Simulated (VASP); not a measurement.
Wanted: the native input for a VASP 6.6.1 run.

| Quantity | Value |
| --- | --- |
| Task | relaxation of cell and atoms |
| Functional | PBE |
| Potentials or basis | VASP PAW PBE potentials, release 64 (C) |
| Cutoff | 600 eV |
| k mesh | 23 × 23 × 21 |
| Occupations | fermi-dirac, width 0.08 eV |
| Spin | no spin polarisation |
| Target pressure | 49 GPa |
| Dipole correction | no |
| Further INCAR settings | ALGO = Normal; EDIFF = 1e-06; IBRION = 2; EDIFFG = -0.005; NSW = 60; ISIF = 3 |

The structure of C lies in POSCAR:

```
C
1.0
    1.9482117054      0.0000000000      0.0000000000
   -0.9741058527      1.6872008288      0.0000000000
    0.0000000000      0.0000000000      1.8313190031
C
1
Direct
    0.0000000000      0.0000000000      0.0000000000
```

One way to write it, as run:

INCAR

```
  PREC = Accurate
  ENCUT = 600
  EDIFF = 1E-6
  ISMEAR = -1
  SIGMA = 0.08
  LREAL = F
  LASPH = T
  NELM = 80
  ALGO = Normal
  ISIF = 3
  LWAVE = F
  LCHARG = F
  GGA = PE
  IBRION = 2
  NSW = 60
  EDIFFG = -0.005
  PSTRESS = 490.0
```

KPOINTS

```
regular mesh
0
Gamma
  23 23 21
```

Potentials or basis: VASP PAW PBE potentials, release 64 (C).

The run is started by

```console
$ cat potpaw_PBE.64/C/POTCAR > POTCAR
$ mpirun -np 1 vasp_std > vasp.out
```

Results of the run:

```
Relaxed volume                                             : 4.98 Å³/atom
Relaxed cell                                               : a = 1.929 Å, b = 1.929 Å, c = 1.546 Å, α = 90.00°, β = 90.00°, γ = 120.00°
Space group after relaxing (to 0.1 Å)                      : P6/mmm (No. 191)
Energy change on relaxing (the run minimises the enthalpy) : -258.2 meV/atom
Ionic steps                                                : 11
Pressure after relaxing                                    : 48.9 GPa
Band gap on the k mesh                                     : zero (bands 2 and 3 overlap by 16.92 eV)
```

Caveat: the cell is relaxed towards a set pressure, so the run minimises the enthalpy, not the energy; the volume moved by over 15 % at a fixed basis, so the end points are rough.

It took 2 min on 1 thread of AMD EPYC 7R13, on a shared host, peak memory 0.1 GiB.
